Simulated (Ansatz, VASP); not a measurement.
# TeMo5: VASP beside Ansatz

```
Te Mo
1.0
     0.00000    3.72183    3.72183
     3.72183    0.00000    3.72183
     3.72183    3.72183    0.00000
Te Mo
1 5
Direct
  0.00000 0.00000 0.00000
  0.62572 0.62572 0.62572
  0.12283 0.62572 0.62572
  0.62572 0.62572 0.12283
  0.62572 0.12283 0.62572
  0.25000 0.25000 0.25000
```

Change from the starting cell: species swapped into the ErCu5 type (F-43m, No. 216).

Alike in both runs: functional PBE; k mesh 10 × 10 × 10; occupations gaussian, width 0.1 eV; no spin polarisation.

Ansatz relaxed the structure, and its values are those at the end. VASP's run is a single point on that final structure, the one shown.

|  | VASP | Ansatz |
| --- | --- | --- |
| version | VASP 6.6.1 | Ansatz 0.2.0 |
| potentials or method | VASP PAW PBE potentials, release 64 (Te, Mo_sv), cutoff 520 eV | scalar-relativistic, plane waves, PAW |
| valence electrons in the cell | 76 | 86 |

```tsv
	VASP	Ansatz	Ansatz less VASP
gap on the k mesh at the Fermi level (eV)	none	none	-
pressure (GPa)	0.4	0.0	-0.33
rms of the force components (eV/Å)	0.005	0.003	-0.0022
```

A gap of «none» marks a metal or a gap that the smearing closes. VASP's potentials hold 76 valence electrons a cell and Ansatz's 86, so a difference there can come from the potentials and not from the codes.

Neither program's run includes spin-orbit coupling.
